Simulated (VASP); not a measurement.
# In: single point with revPBE

In:

```
In
1.0
     3.44139    0.00000    0.00000
    -1.72070    2.98033    0.00000
     0.00000    0.00000    5.58581
In
2
Direct
  0.33333 0.66667 0.25000
  0.66667 0.33333 0.75000
```

This isn't the form of In at room conditions, which is tetragonal.

```yaml
Program: VASP 6.6.1
Task: single point
Functional: revPBE
Potentials_or_basis: VASP PAW PBE potentials, release 64 (In_d)
Cutoff: 520 eV
k_mesh: 12 × 12 × 7
Occupations: fermi-dirac, width 0.1 eV
Spin: no spin polarisation
```

The pressure is 0.0 GPa and the band gap on the k mesh is zero (bands 13 and 14 overlap by 4.56 eV).

Stress tensor (GPa, compression positive):
```
 0.17  0.00  0.00
 0.00  0.17  0.00
 0.00  0.00 -0.45
```

Levels at points of the mesh, in eV from the Fermi level:
```
           k point  band 11  band 12  band 13  band 14  band 15  band 16
(0.00, 0.00, 0.00)    -8.96    -4.21    -3.01     7.66     7.66     9.40
(0.50, 0.00, 0.00)    -4.75    -3.93    -0.01     0.44     0.92     2.83
```

Run time: 110 s on 1 thread of Intel Xeon 8259CL (shared host), peak memory 0.21 GiB.

Caveat: the PAW data sets were made with another functional, which shifts forces and pressure a little; spin-orbit coupling is left out, which moves the levels of the heavy elements.
